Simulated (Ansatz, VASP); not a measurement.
**One calculation of TaN, two programs**

File INCAR:

```
PREC = Accurate
ENCUT = 520
EDIFF = 1E-6
ISMEAR = 0
SIGMA = 0.15
LREAL = False
LASPH = True
NELM = 80
ALGO = Normal
ISIF = 2
LWAVE = False
LCHARG = False
GGA = PS
NBANDS = 24
```

KPOINTS

```
Automatic mesh
0
Gamma
  18 18 8
```

File POSCAR:

```
TaN
1.0
    3.1604747327      0.0000000000      0.0000000000
   -1.5802373664      2.7370514066      0.0000000000
    0.0000000000      0.0000000000      6.3775219632
Ta N
2 2
Direct
    0.3333333333      0.6666666667      0.0301041378
    0.6666666667      0.3333333333      0.5301041378
    0.3333333333      0.6666666667      0.3548958622
    0.6666666667      0.3333333333      0.8548958622
```

Input for Ansatz:

```yaml
crystal:
  lattice:
    - [3.1604747327, 0.0, 0.0]
    - [-1.5802373664, 2.7370514066, 0.0]
    - [0.0, 0.0, 6.3775219632]
  atoms:
    - { symbol: Ta, position: [0.3333333333, 0.6666666667, 0.0301041378] }
    - { symbol: Ta, position: [0.6666666667, 0.3333333333, 0.5301041378] }
    - { symbol: "N", position: [0.3333333333, 0.6666666667, 0.3548958622] }
    - { symbol: "N", position: [0.6666666667, 0.3333333333, 0.8548958622] }
basis:
  ecutwfc: 520.0
kpoints:
  mp_grid: { grid: [18, 18, 8] }
hamiltonian:
  xc: pbesol
  pseudopotentials: { kind: paw, azcp: { folder: soft_1 } }
scf:
  occupations: { method: gaussian, width: 0.15 }
output:
  forces: true
  stress: true
  eigenvalues: true
```

Alike in both runs: task single point; functional PBEsol; k mesh 18 × 18 × 8; occupations gaussian, width 0.15 eV; no spin polarisation.

|  | VASP | Ansatz |
| --- | --- | --- |
| version | VASP 6.6.1 | Ansatz 0.2.0 |
| potentials or method | VASP PAW PBE potentials, release 64 (Ta_pv, N), cutoff 520 eV | scalar-relativistic, plane waves, PAW |
| valence electrons in the cell | 32 | 36 |

Ansatz gave:

| Quantity | Value |
| --- | --- |
| gap on the k mesh at the Fermi level (eV) | none |
| pressure (GPa) | -19.5 |
| traceless stress, the component that is largest in VASP (GPa) | -12.75 |
| rms of the force components (eV/Å) | 0.304 |

**Question.** Which values does VASP return?

**Answer.** gap on the k mesh at the Fermi level (eV): none; pressure (GPa): -19.0; traceless stress, the component that is largest in VASP (GPa): -12.53; rms of the force components (eV/Å): 0.304.

VASP's potentials were made for PBE, not for PBEsol, and Ansatz warns of the same on its side. Atom by atom the forces differ by 0.000 eV/Å (rms over components). A gap of «none» marks a metal or a gap that the smearing closes. VASP's potentials hold 32 valence electrons a cell and Ansatz's 36, so a difference there can come from the potentials and not from the codes.

Spin-orbit coupling is off throughout.
